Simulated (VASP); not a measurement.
# Zn (C2/m) in VASP: notebook

Zn is run at these levels: PBEsol; tasks: single point.

All numbers are computed with VASP 6.6.1; they aren't measurements. Logs are shortened: lines on timing, memory, paths and dates and some standing lists are left out, and cuts for length are marked.

## (1) The cell of the first run

The structure is monoclinic, space group C2/m (No. 12). The conventional cell has a = 4.596 Å, b = 2.651 Å, c = 7.570 Å, α = 90.00°, β = 102.30°, γ = 90.00°. Zn (site symmetry m) has 12 Zn at 2.65 to 2.92 Å within 3.5 Å. Within 3.5 Å of Zn (site symmetry 2/m) lie 12 Zn at 2.65 to 2.92 Å.

## (2) Single point, PBEsol

The input, INCAR:

```
SYSTEM = Zn
  PREC = Accurate
  ENCUT = 520
  EDIFF = 1E-6
  ISMEAR = -1
  SIGMA = 0.05
  LREAL = .False.
  LASPH = .True.
  NELM = 80
  ALGO = Fast
  ISIF = 2
  LWAVE = .False.
  LCHARG = .False.
  GGA = PS
  NBANDS = 25
```

The input, KPOINTS:

```
Automatic mesh
0
Gamma
  12 12 4
  0 0 0
```

The input, POSCAR:

```
Zn
1.0
    2.2980179408     -1.3257059190      0.0000000000
    2.2980179408      1.3257059190      0.0000000000
   -1.6126625833      0.0000000000      7.3964772113
Zn
3
Direct
    0.7780178600      0.7780178600      0.3345049800
    0.2219821400      0.2219821400      0.6654950200
    0.0000000000      0.0000000000      0.0000000000
```

Potentials or basis: VASP PAW PBE potentials, release 64 (Zn).

Run with:

```console
$ cat potpaw_PBE.64/Zn/POTCAR > POTCAR
$ mpirun -np 1 vasp_std > vasp.out
```

OUTCAR:

```text
SYSTEM = Zn
   PREC = Accurate
   ENCUT = 520
   EDIFF = 1E-6
   ISMEAR = -1
   LREAL = .False.
   LASPH = .True.
   NELM = 80
   ISIF = 2
   GGA = PS

 ion  position               nearest neighbor table
   1  0.778  0.778  0.335-   2 2.87   2 2.89   2 2.89   3 2.90   3 2.90   3 2.92
   2  0.222  0.222  0.665-   1 2.87   1 2.89   1 2.89   3 2.90   3 2.90   3 2.92
   3  0.000  0.000  0.000-   1 2.90   1 2.90   2 2.90   2 2.90   1 2.92   2 2.92

  LATTYP: Found a base centered monoclinic cell.
 ALAT       =     4.5960358816
 B/A-ratio  =     0.5768910222
 C/A-ratio  =     1.6471240986
 COS(beta)  =    -0.2130265715

  Lattice vectors:

 A1 = (   2.2980179408,  -1.3257059190,   0.0000000000)
 A2 = (   2.2980179408,   1.3257059190,   0.0000000000)
 A3 = (  -1.6126625833,   0.0000000000,   7.3964772113)

Analysis of symmetry for initial positions (statically):
=====================================================================
 Subroutine PRICEL returns:
 Original cell was already a primitive cell.

 Routine SETGRP: Setting up the symmetry group for a
 base centered monoclinic supercell.

 Subroutine GETGRP returns: Found  4 space group operations
 (whereof  4 operations were pure point group operations)
 out of a pool of  4 trial point group operations.

The static configuration has the point symmetry C_2h.

Analysis of symmetry for dynamics (positions and initial velocities):
=====================================================================
 Subroutine PRICEL returns:
 Original cell was already a primitive cell.

 Routine SETGRP: Setting up the symmetry group for a
 base centered monoclinic supercell.

 Subroutine GETGRP returns: Found  4 space group operations
 (whereof  4 operations were pure point group operations)
 out of a pool of  4 trial point group operations.

The dynamic configuration has the point symmetry C_2h.

 Subroutine INISYM returns: Found  4 space group operations
 (whereof  4 operations are pure point group operations),
 and found     1 'primitive' translations

----------------------------------------------------------------------------------------

                                     Primitive cell

  volume of cell :      45.0667

  direct lattice vectors                    reciprocal lattice vectors
     2.298017941 -1.325705919  0.000000000     0.217578806 -0.377157553  0.047438962
     2.298017941  1.325705919  0.000000000     0.217578806  0.377157553  0.047438962
    -1.612662583  0.000000000  7.396477211     0.000000000  0.000000000  0.135199497

  length of vectors
     2.652995032  2.652995032  7.570241459     0.437994077  0.437994077  0.135199497

  position of ions in fractional coordinates (direct lattice)
     0.778017860  0.778017860  0.334504980
     0.221982140  0.221982140  0.665495020
     0.000000000  0.000000000  0.000000000

  ion indices of the primitive-cell ions
   primitive index   ion index
                 1           1
                 2           2
                 3           3

----------------------------------------------------------------------------------------

 KPOINTS: Automatic mesh

Automatic generation of k-mesh.
 Grid dimensions read from file:
 generate k-points for:   12   12    4

 Generating k-lattice:

  Cartesian coordinates                     Fractional coordinates (reciprocal lattice)
     0.018131567 -0.031429796  0.003953247     0.083333333  0.000000000  0.000000000
     0.018131567  0.031429796  0.003953247     0.000000000  0.083333333  0.000000000
     0.000000000  0.000000000  0.033799874     0.000000000  0.000000000  0.250000000

  Length of vectors
     0.036499506  0.036499506  0.033799874

  Shift w.r.t. Gamma in fractional coordinates (k-lattice)
     0.000000000  0.000000000  0.000000000

 Subroutine IBZKPT returns following result:
 ===========================================

 Found    164 irreducible k-points:

 Following reciprocal coordinates:
            Coordinates               Weight
  0.000000  0.000000  0.000000      1.000000
  0.083333  0.000000  0.000000      4.000000
  0.166667 -0.000000 -0.000000      4.000000
  0.250000  0.000000  0.000000      4.000000
  0.333333 -0.000000 -0.000000      4.000000
  0.416667  0.000000  0.000000      4.000000
[... 16 lines left out ...]
  0.500000  0.166667 -0.000000      4.000000
 -0.416667  0.166667  0.000000      4.000000
 [... further k-points ...]
   k-points           NKPTS =    164   k-points in BZ     NKDIM =    164   number of bands    NBANDS=     25
   number of dos      NEDOS =    301   number of ions     NIONS =      3
   total plane-waves  NPLWV =  22400
   dimension x,y,z NGX =    20 NGY =   20 NGZ =   56
   dimension x,y,z NGXF=    40 NGYF=   40 NGZF=  112
   ions per type =               3
   NGX,Y,Z   is equivalent  to a cutoff of  12.53, 12.53, 12.30 a.u.
   NGXF,Y,Z  is equivalent  to a cutoff of  25.07, 25.07, 24.60 a.u.
 SYSTEM =  Zn
   PREC   = accura    normal or accurate (medium, high low for compatibility)
   ISTART =      0    job   : 0-new  1-cont  2-samecut
   ICHARG =      2    charge: 1-file 2-atom 10-const
   ISPIN  =      1    spin polarized calculation?
   LNONCOLLINEAR =      F non collinear calculations
   LSORBIT =      F    spin-orbit coupling
   LASPH  =      T    aspherical Exc in radial PAW
   ENCUT  =  520.0 eV  38.22 Ry    6.18 a.u.   4.93  4.93 14.08*2*pi/ulx,y,z
   NELM   =     80;   NELMIN=  2; NELMDL= -5     # of ELM steps
   EDIFF  = 0.1E-05   stopping-criterion for ELM
   LREAL  =      F    real-space projection
   EDIFFG = 0.1E-04   stopping-criterion for IOM
   NSW    =      0    number of steps for IOM
   IBRION =     -1    ionic relax: 0-MD 1-quasi-New 2-CG
   NFREE  =      0    steps in history (QN), initial steepest desc. (CG)
   ISIF   =      2    stress and relaxation
   ISYM   =      2    0-nonsym 1-usesym 2-fastsym
   POTIM  = 0.5000    time-step for ionic-motion
   TEBEG  =    0.0;   TEEND  =   0.0 temperature during run
   PSTRESS=    0.0 pullay stress
   NELECT =      36.0000    total number of electrons
   NUPDOWN=      -1.0000    fix difference up-down
   EMIN   =  10.00;   EMAX   =-10.00  energy-range for DOS
   EFERMI =   0.00;   METHOD = LEGACY
   ISMEAR =    -1;   SIGMA  =   0.05  broadening in eV -4-tet -1-fermi 0-gaus
   EFERMI_NEDOS =   21; number of points for ismear=-14 and -15
   IALGO  =     68    algorithm
   IMIX   =      4    mixing-type and parameters
     AMIX     =   0.40;   BMIX     =  1.00
     AMIX_MAG =   1.60;   BMIX_MAG =  1.00
  volume/ion in A,a.u.               =      15.02       101.37
  Fermi-wavevector in a.u.,A,eV,Ry     =   1.518998  2.870490 31.393463  2.307354
  Thomas-Fermi vector in A             =   2.628043
   LORBIT       =      0    0 simple, 1 ext, 2 COOP (PROOUT), +10 PAW based schemes
   GGA     = PS    functional components
   LHFCALC =     F    Hartree Fock is set to
   AEXX    =    0.0000 exact exchange contribution
   IVDW    =     0    specifies the selected vdW correction
   LEPSILON=     F    determine dielectric tensor
   LRPA    =     F    only Hartree local field effects (RPA)
 non-spin polarized calculation
 RMM-DIIS sequential band-by-band and
  energy-cutoff  :      520.00
  volume of cell :       45.07
 maximum number of plane-waves:      1237
   NGX =  9   NGY =  9   NGZ = 29

 number of electron      35.9999966 magnetization

 Free energy of the ion-electron system (eV)
  ---------------------------------------------------
  ext. energy  EPLUGINS =         0.00000000
  ---------------------------------------------------
  free energy    TOTEN  =        -4.69715242 eV

  energy without entropy =       -4.68927555  energy(sigma->0) =       -4.69321398

 E-fermi :   3.0872     XC(G=0): -11.7646

 val. band max:        3.0812301905   @ k =   0.2500   0.2500   0.5000
 cond. band min:       3.0883307832   @ k =  -0.3333   0.3333   0.0000
 fundamental gap:      0.0071005927
 Fermi energy:         3.0871947516

 k-point     1 :       0.0000    0.0000    0.0000
  band No.  band energies     occupation
      1      -7.4886      2.00000
      2      -5.7652      2.00000
      3      -5.7640      2.00000
      4      -4.8895      2.00000
      5      -4.6567      2.00000
      6      -4.6552      2.00000
[... 17 lines left out ...]
     24      21.1556      0.00000
     25      21.3361      0.00000

 k-point     2 :       0.0833    0.0000    0.0000
  band No.  band energies     occupation
      1      -7.2786      2.00000
      2      -5.6628      2.00000
      3      -5.6153      2.00000
      4      -4.8659      2.00000
      5      -4.6856      2.00000
      6      -4.6714      2.00000
[... 17 lines left out ...]
     24      19.4165      0.00000
     25      20.2487      0.00000

 k-point     3 :       0.1667   -0.0000   -0.0000
  band No.  band energies     occupation
      1      -6.6709      2.00000
      2      -5.3718      2.00000
      3      -5.3159      2.00000
      4      -4.8281      2.00000
      5      -4.7650      2.00000
      6      -4.7323      2.00000
[... 17 lines left out ...]
     24      17.5577      0.00000
     25      18.1576      0.00000

 k-point     4 :       0.2500    0.0000    0.0000
  band No.  band energies     occupation
      1      -5.8222      2.00000
      2      -5.2125      2.00000
      3      -5.1563      2.00000
      4      -4.9242      2.00000
      5      -4.8472      2.00000
      6      -4.7615      2.00000
[... 17 lines left out ...]
     24      16.0236      0.00000
     25      16.5691      0.00000
[... 477 lines left out ...]
 k-point    22 :       0.4167    0.1667    0.0000
  band No.  band energies     occupation
      1      -5.1264      2.00000
      2      -5.0508      2.00000
      3      -5.0253      2.00000
      4      -4.9829      2.00000
      5      -4.9487      2.00000
      6      -4.7517      2.00000
[... 17 lines left out ...]
     24      10.2178      0.00000
     25      11.3448      0.00000

 k-point    23 :       0.5000    0.1667   -0.0000
  band No.  band energies     occupation
      1      -5.1901      2.00000
      2      -5.1213      2.00000
      3      -5.1091      2.00000
      4      -5.0203      2.00000
      5      -4.9975      2.00000
      6      -4.7507      2.00000
[... 17 lines left out ...]
     24       9.5155      0.00000
     25      12.5579      0.00000

 k-point    24 :      -0.4167    0.1667    0.0000
  band No.  band energies     occupation
      1      -5.2119      2.00000
      2      -5.1593      2.00000
      3      -5.1380      2.00000
      4      -5.0544      2.00000
      5      -4.9870      2.00000
      6      -4.7455      2.00000
[... 17 lines left out ...]
     24       9.7679      0.00000
     25      11.5627      0.00000

 [... further k-points ...]
[... 5 lines left out ...]
  --------------------------------------------------------------------------------------
  -------------------------------------------------------------------------------------
  Total       -1.5462383     -1.8096870     -0.0443489      0.0000000      0.0000000     -0.1467819
  in kB      -54.9707275    -64.3366599     -1.5766599      0.0000000      0.0000000     -5.2182826
  external PRESSURE =     -40.2946824 kB  Pullay stress =       0.0000000 kB

 VOLUME and BASIS-vectors are now :
 -----------------------------------------------------------------------------
  energy-cutoff  :      520.00
  volume of cell :       45.07
      direct lattice vectors                 reciprocal lattice vectors
     2.298017941 -1.325705919  0.000000000     0.217578806 -0.377157553  0.047438962
     2.298017941  1.325705919  0.000000000     0.217578806  0.377157553  0.047438962
    -1.612662583  0.000000000  7.396477211     0.000000000  0.000000000  0.135199497

 POSITION                                       TOTAL-FORCE (eV/Angst)
 -----------------------------------------------------------------------------------
      3.03635      0.00000      2.47416        -0.006667      0.000000     -0.008085
     -0.05298      0.00000      4.92232         0.006667      0.000000      0.008085
      0.00000      0.00000      0.00000         0.000000      0.000000      0.000000
 -----------------------------------------------------------------------------------
    total drift:                                0.000000     -0.000000      0.000000

  FREE ENERGIE OF THE ION-ELECTRON SYSTEM (eV)
  ---------------------------------------------------
  free  energy   TOTEN  =        -4.6971524196 eV

  energy  without entropy=       -4.6892755470  energy(sigma->0) =       -4.69321398
```

Run time: 59 s. Hardware: 1 thread of Intel Xeon 6975P-C (Granite Rapids), shared host; peak memory 0.25 GiB.

Results:

```yaml
Free_energy: -4.6972 eV
Pressure: -4.0 GPa
Largest_force: 0.010 eV/Å
Band_gap_on_the_k_mesh: zero (band 18 reaches 4.30 eV, above the bottom of band 19 at -0.02 eV)
```

Forces on the atoms (eV/Å):
```
Zn  -0.007  0.000 -0.008
Zn   0.007  0.000  0.008
Zn   0.000  0.000  0.000
```

Levels at points of the mesh, in eV from the Fermi level:
| k point | band 16 | band 17 | band 18 | band 19 | band 20 | band 21 |
| --- | --- | --- | --- | --- | --- | --- |
| (0.00, 0.00, 0.00) | -7.17 | -6.91 | -6.88 | 1.54 | 1.59 | 13.61 |
| (0.50, 0.00, 0.00) | -2.89 | -2.25 | -1.67 | 0.42 | 1.06 | 1.89 |
| (0.50, 0.50, 0.00) | -2.58 | -2.39 | -1.97 | -0.41 | 1.99 | 3.40 |
| (0.00, 0.00, 0.50) | -7.13 | -7.13 | -3.78 | -3.10 | 7.73 | 7.81 |
| (0.50, 0.00, 0.50) | -2.61 | -2.36 | -1.96 | -0.27 | 1.82 | 3.22 |
| (0.50, 0.50, 0.50) | -2.92 | -2.29 | -1.58 | 0.55 | 0.88 | 1.70 |

Caveat: the PAW data sets were made with another functional, which shifts forces and pressure a little.

(Continued in part 2 of 2.)
